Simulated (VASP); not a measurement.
# Pd6F (Pm-3m) in VASP: single point with PBE

Aim: the single point of Pd6F with PBE.

Program: VASP 6.6.1. These are calculated values, not measurements. Logs are shortened: lines on timing, memory, paths and dates and some standing lists are left out, and cuts for length are marked.

### 1 The cell of the first run

The structure is cubic, space group Pm-3m (No. 221). Conventional cell: a = 4.559 Å, b = 4.559 Å, c = 4.559 Å, α = 90.00°, β = 90.00°, γ = 90.00°. Within 2.5 Å of Pd (site symmetry 4mm) lie 5 Pd at 1.89 Å. F (site symmetry m-3m) has 24 Pd at 3.36 Å and 6 F at 4.56 Å within 4.6 Å.

The cell was generated, and may not be a known phase.

### 2 Single point, PBE

Input file INCAR:

```
SYSTEM = Pd6F
ALGO = Normal ; EDIFF = 1E-6
ENCUT = 700 ; GGA = PE
GGA_COMPAT = .FALSE. ; ISIF = 2
ISMEAR = 0 ; LASPH = .TRUE.
LCHARG = .FALSE. ; LREAL = .FALSE.
LWAVE = .FALSE. ; NBANDS = 66
NELM = 120 ; PREC = Accurate
SIGMA = 0.1
```

Input file KPOINTS:

```
k-points
0
G
  4 4 4
  0 0 0
```

Input file POSCAR:

```
Pd6F
1.0
    4.5594639600      0.0000000000      0.0000000000
    0.0000000000      4.5594639600      0.0000000000
    0.0000000000      0.0000000000      4.5594639600
Pd F
6 1
Direct
    0.2070000000      0.5000000000      0.5000000000
    0.5000000000      0.2070000000      0.5000000000
    0.7930000000      0.5000000000      0.5000000000
    0.5000000000      0.7930000000      0.5000000000
    0.5000000000      0.5000000000      0.2070000000
    0.5000000000      0.5000000000      0.7930000000
    0.0000000000      0.0000000000      0.0000000000
```

Potentials or basis: VASP PAW PBE potentials, release 64 (Pd_sv_GW, F).

On the command line:

```
cat potpaw_PBE.64/Pd_sv_GW/POTCAR potpaw_PBE.64/F/POTCAR > POTCAR
mpirun -np 1 vasp_std > vasp.out
```

OUTCAR:

```text
SYSTEM = Pd6F
   EDIFF = 1E-6
   ENCUT = 700
   GGA = PE
   ISIF = 2
   ISMEAR = 0
   LASPH = .TRUE.
   LREAL = .FALSE.
   NELM = 120
   PREC = Accurate

 ion  position               nearest neighbor table
   1  0.207  0.500  0.500-   3 1.89   2 1.89   4 1.89   5 1.89   6 1.89
   2  0.500  0.207  0.500-   4 1.89   3 1.89   1 1.89   5 1.89   6 1.89
   3  0.793  0.500  0.500-   1 1.89   2 1.89   4 1.89   5 1.89   6 1.89
   4  0.500  0.793  0.500-   2 1.89   1 1.89   3 1.89   5 1.89   6 1.89
   5  0.500  0.500  0.207-   6 1.89   2 1.89   3 1.89   4 1.89   1 1.89
   6  0.500  0.500  0.793-   5 1.89   2 1.89   3 1.89   4 1.89   1 1.89
   7  0.000  0.000  0.000-

  LATTYP: Found a simple cubic cell.
 ALAT       =     4.5594639600

  Lattice vectors:

 A1 = (   4.5594639600,   0.0000000000,   0.0000000000)
 A2 = (   0.0000000000,   4.5594639600,   0.0000000000)
 A3 = (   0.0000000000,   0.0000000000,   4.5594639600)

Analysis of symmetry for initial positions (statically):
=====================================================================
 Subroutine PRICEL returns:
 Original cell was already a primitive cell.

 Routine SETGRP: Setting up the symmetry group for a
 simple cubic supercell.

 Subroutine GETGRP returns: Found 48 space group operations
 (whereof 48 operations were pure point group operations)
 out of a pool of 48 trial point group operations.

The static configuration has the point symmetry O_h .

Analysis of symmetry for dynamics (positions and initial velocities):
=====================================================================
 Subroutine PRICEL returns:
 Original cell was already a primitive cell.

 Routine SETGRP: Setting up the symmetry group for a
 simple cubic supercell.

 Subroutine GETGRP returns: Found 48 space group operations
 (whereof 48 operations were pure point group operations)
 out of a pool of 48 trial point group operations.

The dynamic configuration has the point symmetry O_h .

 Subroutine INISYM returns: Found 48 space group operations
 (whereof 48 operations are pure point group operations),
 and found     1 'primitive' translations

----------------------------------------------------------------------------------------

                                     Primitive cell

  volume of cell :      94.7854

  direct lattice vectors                    reciprocal lattice vectors
     4.559463960  0.000000000  0.000000000     0.219324028  0.000000000  0.000000000
     0.000000000  4.559463960  0.000000000     0.000000000  0.219324028  0.000000000
     0.000000000  0.000000000  4.559463960     0.000000000  0.000000000  0.219324028

  length of vectors
     4.559463960  4.559463960  4.559463960     0.219324028  0.219324028  0.219324028

  position of ions in fractional coordinates (direct lattice)
     0.207000000  0.500000000  0.500000000
     0.500000000  0.207000000  0.500000000
     0.793000000  0.500000000  0.500000000
     0.500000000  0.793000000  0.500000000
     0.500000000  0.500000000  0.207000000
     0.500000000  0.500000000  0.793000000
     0.000000000  0.000000000  0.000000000

  ion indices of the primitive-cell ions
   primitive index   ion index
                 1           1
                 2           2
                 3           3
                 4           4
                 5           5
                 6           6
                 7           7

----------------------------------------------------------------------------------------

 KPOINTS: k-points

Automatic generation of k-mesh.
 Grid dimensions read from file:
 generate k-points for:    4    4    4

 Generating k-lattice:

  Cartesian coordinates                     Fractional coordinates (reciprocal lattice)
     0.054831007  0.000000000  0.000000000     0.250000000  0.000000000  0.000000000
     0.000000000  0.054831007  0.000000000     0.000000000  0.250000000  0.000000000
     0.000000000  0.000000000  0.054831007     0.000000000  0.000000000  0.250000000

  Length of vectors
     0.054831007  0.054831007  0.054831007

  Shift w.r.t. Gamma in fractional coordinates (k-lattice)
     0.000000000  0.000000000  0.000000000

 Subroutine IBZKPT returns following result:
 ===========================================

 Found     10 irreducible k-points:

 Following reciprocal coordinates:
            Coordinates               Weight
  0.000000  0.000000  0.000000      1.000000
  0.250000  0.000000  0.000000      6.000000
  0.500000  0.000000  0.000000      3.000000
  0.250000  0.250000  0.000000     12.000000
  0.500000  0.250000  0.000000     12.000000
  0.500000  0.500000  0.000000      3.000000
  0.250000  0.250000  0.250000      8.000000
  0.500000  0.250000  0.250000     12.000000
  0.500000  0.500000  0.250000      6.000000
  0.500000  0.500000  0.500000      1.000000
   k-points           NKPTS =     10   k-points in BZ     NKDIM =     10   number of bands    NBANDS=     66
   number of dos      NEDOS =    301   number of ions     NIONS =      7
   total plane-waves  NPLWV =  64000
   dimension x,y,z NGX =    40 NGY =   40 NGZ =   40
   dimension x,y,z NGXF=    80 NGYF=   80 NGZF=   80
   ions per type =               6   1
   NGX,Y,Z   is equivalent  to a cutoff of  14.58, 14.58, 14.58 a.u.
   NGXF,Y,Z  is equivalent  to a cutoff of  29.17, 29.17, 29.17 a.u.
 SYSTEM =  Pd6F
   PREC   = accura    normal or accurate (medium, high low for compatibility)
   ISTART =      0    job   : 0-new  1-cont  2-samecut
   ICHARG =      2    charge: 1-file 2-atom 10-const
   ISPIN  =      1    spin polarized calculation?
   LNONCOLLINEAR =      F non collinear calculations
   LSORBIT =      F    spin-orbit coupling
   LASPH  =      T    aspherical Exc in radial PAW
   ENCUT  =  700.0 eV  51.45 Ry    7.17 a.u.   9.84  9.84  9.84*2*pi/ulx,y,z
   NELM   =    120;   NELMIN=  2; NELMDL= -5     # of ELM steps
   EDIFF  = 0.1E-05   stopping-criterion for ELM
   LREAL  =      F    real-space projection
   EDIFFG = 0.1E-04   stopping-criterion for IOM
   NSW    =      0    number of steps for IOM
   IBRION =     -1    ionic relax: 0-MD 1-quasi-New 2-CG
   NFREE  =      0    steps in history (QN), initial steepest desc. (CG)
   ISIF   =      2    stress and relaxation
   ISYM   =      2    0-nonsym 1-usesym 2-fastsym
   POTIM  = 0.5000    time-step for ionic-motion
   TEBEG  =    0.0;   TEEND  =   0.0 temperature during run
   PSTRESS=    0.0 pullay stress
   NELECT =     115.0000    total number of electrons
   NUPDOWN=      -1.0000    fix difference up-down
   EMIN   =  10.00;   EMAX   =-10.00  energy-range for DOS
   EFERMI =   0.00;   METHOD = LEGACY
   ISMEAR =     0;   SIGMA  =   0.10  broadening in eV -4-tet -1-fermi 0-gaus
   EFERMI_NEDOS =   21; number of points for ismear=-14 and -15
   IALGO  =     38    algorithm
   IMIX   =      4    mixing-type and parameters
     AMIX     =   0.40;   BMIX     =  1.00
     AMIX_MAG =   1.60;   BMIX_MAG =  1.00
  volume/ion in A,a.u.               =      13.54        91.38
  Fermi-wavevector in a.u.,A,eV,Ry     =   1.746065  3.299584 41.480651  3.048742
  Thomas-Fermi vector in A             =   2.817631
   LORBIT       =      0    0 simple, 1 ext, 2 COOP (PROOUT), +10 PAW based schemes
   GGA     = PE    functional components
   LHFCALC =     F    Hartree Fock is set to
   AEXX    =    0.0000 exact exchange contribution
   IVDW    =     0    specifies the selected vdW correction
   LEPSILON=     F    determine dielectric tensor
   LRPA    =     F    only Hartree local field effects (RPA)
 non-spin polarized calculation
 Gauss-broadening in eV      SIGMA  =   0.10
  energy-cutoff  :      700.00
  volume of cell :       94.79
 maximum number of plane-waves:      4013
 NGX is ok and might be reduce to    40
   NGX = 19   NGY = 19   NGZ = 19

 number of electron     115.0000010 magnetization

 Free energy of the ion-electron system (eV)
  ---------------------------------------------------
  ext. energy  EPLUGINS =         0.00000000
  ---------------------------------------------------
  free energy    TOTEN  =        57.00246391 eV

  energy without entropy =       57.03368770  energy(sigma->0) =       57.01807581

 E-fermi :   9.4886     XC(G=0): -12.4177

 val. band max:        9.4737721194   @ k =   0.2500   0.2500   0.0000
 cond. band min:       9.4978732116   @ k =   0.5000   0.5000   0.0000
 fundamental gap:      0.0241010923
 Fermi energy:         9.4886038976

 k-point     1 :       0.0000    0.0000    0.0000
  band No.  band energies     occupation
      1     -80.8055      2.00000
      2     -78.7923      2.00000
      3     -78.7923      2.00000
      4     -78.7923      2.00000
      5     -78.6730      2.00000
      6     -78.6730      2.00000
[... 58 lines left out ...]
     65      16.0887      0.00000
     66      18.8468      0.00000

 k-point     2 :       0.2500    0.0000    0.0000
  band No.  band energies     occupation
      1     -80.7428      2.00000
      2     -79.1712      2.00000
      3     -78.7923      2.00000
      4     -78.7923      2.00000
      5     -78.6730      2.00000
      6     -78.3545      2.00000
[... 58 lines left out ...]
     65      17.2140      0.00000
     66      17.2156      0.00000

 k-point     3 :       0.5000    0.0000    0.0000
  band No.  band energies     occupation
      1     -80.6690      2.00000
      2     -79.3858      2.00000
      3     -78.7923      2.00000
      4     -78.7923      2.00000
      5     -78.6730      2.00000
      6     -78.2113      2.00000
[... 472 lines left out ...]
     65      13.5226      0.00000
     66      18.1968      0.00000

 k-point    10 :       0.5000    0.5000    0.5000
  band No.  band energies     occupation
      1     -80.3108      2.00000
      2     -79.3857      2.00000
      3     -79.3857      2.00000
      4     -79.3857      2.00000
      5     -78.0222      2.00000
      6     -78.0222      2.00000
[... 58 lines left out ...]
     65      12.0988      0.00000
     66      17.1105      0.00000

------------------------ aborting loop because EDIFF is reached ----------------------------------------

  FORCE on cell =-STRESS in cart. coord.  units (eV):
  Direction    XX          YY          ZZ          XY          YZ          ZX
  --------------------------------------------------------------------------------------
  -------------------------------------------------------------------------------------
  Total      232.8357031    232.8357031    232.8357031      0.0000000      0.0000000     -0.0000000
  in kB     3935.6710913   3935.6710913   3935.6710913      0.0000000      0.0000000     -0.0000000
  external PRESSURE =    3935.6710913 kB  Pullay stress =       0.0000000 kB

 VOLUME and BASIS-vectors are now :
 -----------------------------------------------------------------------------
  energy-cutoff  :      700.00
  volume of cell :       94.79
      direct lattice vectors                 reciprocal lattice vectors
     4.559463960  0.000000000  0.000000000     0.219324028  0.000000000  0.000000000
     0.000000000  4.559463960  0.000000000     0.000000000  0.219324028  0.000000000
     0.000000000  0.000000000  4.559463960     0.000000000  0.000000000  0.219324028

 POSITION                                       TOTAL-FORCE (eV/Angst)
 -----------------------------------------------------------------------------------
      0.94381      2.27973      2.27973       -45.525749     -0.000000      0.000000
      2.27973      0.94381      2.27973         0.000000    -45.525749      0.000000
      3.61565      2.27973      2.27973        45.525749     -0.000000      0.000000
      2.27973      3.61565      2.27973         0.000000     45.525749      0.000000
      2.27973      2.27973      0.94381         0.000000     -0.000000    -45.525749
      2.27973      2.27973      3.61565         0.000000     -0.000000     45.525749
      0.00000      0.00000      0.00000         0.000000     -0.000000      0.000000
 -----------------------------------------------------------------------------------
    total drift:                               -0.000000      0.000000     -0.000000

  FREE ENERGIE OF THE ION-ELECTRON SYSTEM (eV)
  ---------------------------------------------------
  free  energy   TOTEN  =        57.0024639130 eV

  energy  without entropy=       57.0336877013  energy(sigma->0) =       57.01807581
```

It took 70 s on 1 thread of Intel Xeon 6975P-C (Granite Rapids), shared host; peak memory 0.29 GiB.

What came out:

- Free energy: 57.0025 eV
- Pressure: 393.6 GPa
- Largest force: 45.526 eV/Å
- Band gap on the k mesh: zero (an odd number of electrons rules out a gap without spin polarisation)

Forces on the atoms (eV/Å):
```
Pd  -45.526   0.000   0.000
Pd    0.000 -45.526   0.000
Pd   45.526   0.000   0.000
Pd    0.000  45.526   0.000
Pd    0.000   0.000 -45.526
Pd    0.000   0.000  45.526
F     0.000   0.000   0.000
```

Levels at points of the mesh, in eV from the Fermi level:
```
           k point  band 55  band 56  band 57  band 58  band 59  band 60  band 61  band 62
(0.00, 0.00, 0.00)    -2.34    -0.59     2.36     2.36     2.36     3.03     3.03     3.28
(0.50, 0.00, 0.00)    -1.97    -1.07    -1.02    -1.02    -0.11     2.36     4.02     5.49
(0.50, 0.50, 0.00)    -0.97    -0.97    -0.03    -0.03     0.01     0.34     0.93     1.52
(0.50, 0.50, 0.50)    -0.61    -0.61    -0.34    -0.34    -0.34     0.85     0.94     0.94
```

Caveat: atoms lie so close that the PAW spheres overlap strongly, which falsifies energies and pressures; the cell stands under pressure; forces of over 1 eV/Å act on the atoms, so gaps and moduli don't describe the material at rest.

The gap in the log of VASP goes by the Fermi energy; the results here count the filled bands.